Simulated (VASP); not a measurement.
C10O: single point with PBE+D3(BJ)

System: C10O, a slab with vacuum.

```
CELL_PARAMETERS angstrom
2.46498 0.00000 0.00000
-1.23249 2.13474 0.00000
0.00000 0.00000 32.47687
ATOMIC_POSITIONS crystal
C 0.00000 0.00000 0.26172
C 0.66667 0.33333 0.26172
C 0.00000 0.00000 0.36547
C 0.33333 0.66667 0.36547
C 0.89627 0.79255 0.46943
C 0.56307 0.12613 0.46943
C 0.89010 0.78019 0.57309
C 0.22342 0.44683 0.57300
C 0.18370 0.36740 0.67811
C 0.84893 0.69786 0.66905
O 0.24703 0.49406 0.71989
```

* Program: VASP 6.6.1
* Task: single point
* Functional: PBE
* Dispersion: D3(BJ)
* Potentials or basis: VASP PAW PBE potentials, release 64 (C, O)
* Cutoff: 520 eV
* k mesh: 12 × 12 × 1
* Occupations: gaussian, width 0.1 eV
* Spin: no spin polarisation
* Dipole correction: yes
* Further INCAR settings: ALGO = Normal; EDIFF = 1e-07; NBANDS = 34

The largest force is 0.265 eV/Å, the band gap on the k mesh is zero (bands 23 and 24 overlap by 0.11 eV) and the dispersion energy per atom is -0.138 eV.

Forces in eV/Å, atoms in the order of the input:
```
C    0.000  0.004  0.010
C    0.000 -0.002 -0.012
C    0.000  0.002 -0.008
C    0.000 -0.006  0.010
C    0.000  0.004 -0.007
C    0.000 -0.003  0.005
C    0.000 -0.007 -0.002
C    0.000  0.006  0.002
C    0.000 -0.042 -0.215
C    0.000 -0.011 -0.042
O    0.000  0.056  0.259
```

Levels at points of the mesh, in eV from the Fermi level:
```
           k point  band 20  band 21  band 22  band 23  band 24  band 25  band 26  band 27
(0.00, 0.00, 0.00)    -3.03    -3.03    -1.29     0.09     0.49     3.57     4.65     5.08
(0.50, 0.00, 0.00)    -2.59    -2.42    -2.23    -0.91     0.03     1.31     1.54     1.69
(0.00, 0.50, 0.00)    -2.72    -2.39    -2.06    -0.66     0.19     1.20     1.35     1.68
```

Run time: 12 min on 1 thread of Intel(R) Xeon(R) Platinum 8259CL CPU @ 2.50GHz (Skylake/Cascade Lake), on a shared host, peak memory 0.39 GiB.
